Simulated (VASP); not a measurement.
Here is a VASP 6.6.1 calculation.

The input INCAR:

```
SYSTEM = Hf8AlO16
ALGO = Normal
EDIFF = 1E-6
ENCUT = 520
GGA = PE
GGA_COMPAT = .FALSE.
ISIF = 2
ISMEAR = -1
LASPH = .TRUE.
LCHARG = .FALSE.
LREAL = .FALSE.
LWAVE = .FALSE.
NBANDS = 108
NELECT = 178.0
NELM = 120
PREC = Accurate
SIGMA = 0.01
```

Contents of KPOINTS:

```
Automatic mesh
0
Gamma
  2 2 2
  0.5 0.5 0.5
```

The input POSCAR:

```
Hf8AlO16
1.0
    0.0000000000      5.0697034800      5.1017273300
    5.2943205200      0.0000000000      5.1017273300
    5.2943205200      5.0697034800      0.0000000000
Hf O Al
8 16 1
Direct
    0.2462274000      0.0139130000      0.0137295700
    0.7474488300      0.5029072700      0.5485743900
    0.2984675700      0.4506400200      0.9670623700
    0.7743140900      0.9480994300      0.4935031500
    0.2263656200      0.0265232600      0.4969719800
    0.7303616100      0.5124634300      0.0341826800
    0.2423121900      0.4884798400      0.4846306100
    0.7362607900      1.0193283800      0.9403619300
    0.0490313000      0.3237024700      0.0432621300
    0.5304333600      0.8233399500      0.5498980400
    0.4163826300      0.4652048700      0.6518749300
    0.9047274700      1.0096096400      0.1186042700
    0.1098142300      0.3845351300      0.3371247400
    0.6002245700      0.8848220200      0.8532906200
    0.3135346300      0.6589154200      0.1152536300
    0.8564257400      0.1438025200      0.6031108000
    0.1342409200      0.8583031800      0.4039886100
    0.6337228200      0.3583288800      0.9039351600
    0.4060364200      0.0877898800      0.1404434400
    0.9026704300      0.5632006800      0.6982112100
    0.2192734400      0.1578300400      0.7014779200
    0.7413102000      0.6707228200      0.2048229800
    0.0697050100      0.7708034100      0.8791641000
    0.5797870600      0.2874848400      0.3358514400
    1.0004090300      0.7135964100      0.1882115300
```

Potentials or basis: VASP PAW PBE potentials, release 64 (Hf_pv, O, Al).

Launch:

```console
$ cat potpaw_PBE.64/Hf_pv/POTCAR potpaw_PBE.64/O/POTCAR potpaw_PBE.64/Al/POTCAR > POTCAR
$ mpirun -np 1 vasp_std > vasp.out
```

(1) Predict the largest force.

Results:

(1) 0.437 eV/Å.

Caveat: the cell carries a net charge on a neutralising background, which shifts energy and pressure.
